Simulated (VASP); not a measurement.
Here is a VASP 6.6.1 calculation.

File INCAR:

```
SYSTEM = Hf2Si5
PREC = Accurate
ENCUT = 400
EDIFF = 1E-6
ISMEAR = 0
SIGMA = 0.1
LREAL = .FALSE.
LASPH = .TRUE.
NELM = 120
ALGO = Normal
ISIF = 2
LWAVE = .FALSE.
LCHARG = .TRUE.
LDIPOL = .TRUE.
IDIPOL = 3
DIPOL = 0.5 0.5 0.500
GGA = PS
LELF = .TRUE.
LVHAR = .TRUE.
LVACPOTAV = .TRUE.
NBANDS = 53
GGA_COMPAT = .FALSE.
NELMDL = -8
```

The input KPOINTS:

```
regular mesh
0
G
  10 10 1
  0 0 0
```

The input POSCAR:

```
Hf2Si5
1.0
    3.6361020676      0.0000000000      0.0000000000
    0.0000000000      3.6500013242      0.0000000000
    0.0000000000      0.0000000000     29.3512961764
Si Hf
10 4
Direct
    0.2500000000      0.5000000000      0.2544250414
    0.7500000000      0.0000000000      0.2541767592
    0.2500000000      0.0000000000      0.3478622147
    0.7500000000      0.0000000000      0.4040136373
    0.2500000000      0.0000000000      0.5000454550
    0.7500000000      0.5000000000      0.4999545672
    0.2500000000      0.5000000000      0.5959863769
    0.7500000000      0.5000000000      0.6521377803
    0.2500000000      0.5000000000      0.7458232305
    0.7500000000      0.0000000000      0.7455749452
    0.7500000000      0.5000000000      0.3289701820
    0.2500000000      0.5000000000      0.4290057322
    0.7500000000      0.0000000000      0.5709942808
    0.2500000000      0.0000000000      0.6710297973
```

Potentials or basis: VASP PAW PBE potentials, release 64 (Si, Hf_pv).

Launch:

```console
$ cat potpaw_PBE.64/Si/POTCAR potpaw_PBE.64/Hf_pv/POTCAR > POTCAR
$ mpirun -np 1 vasp_std > vasp.out
```

Predict the largest force.

0.018 eV/Å.

What does it give for the band gap on the k mesh?

Zero (band 40 reaches 3.12 eV, above the bottom of band 41 at 1.83 eV).

Forces in eV/Å, atoms in the order of the input:
```
Si   0.000  0.000 -0.006
Si   0.000  0.000 -0.008
Si   0.000  0.000  0.018
Si   0.000  0.000 -0.013
Si   0.000  0.000  0.001
Si   0.000  0.000 -0.001
Si   0.000  0.000  0.013
Si   0.000  0.000 -0.018
Si   0.000  0.000  0.008
Si   0.000  0.000  0.006
Hf   0.000  0.000 -0.009
Hf   0.000  0.000 -0.013
Hf   0.000  0.000  0.013
Hf   0.000  0.000  0.009
```

Caveat: the PAW data sets were made with another functional, which shifts forces and pressure a little; spin-orbit coupling is left out, which moves the levels of the heavy elements.
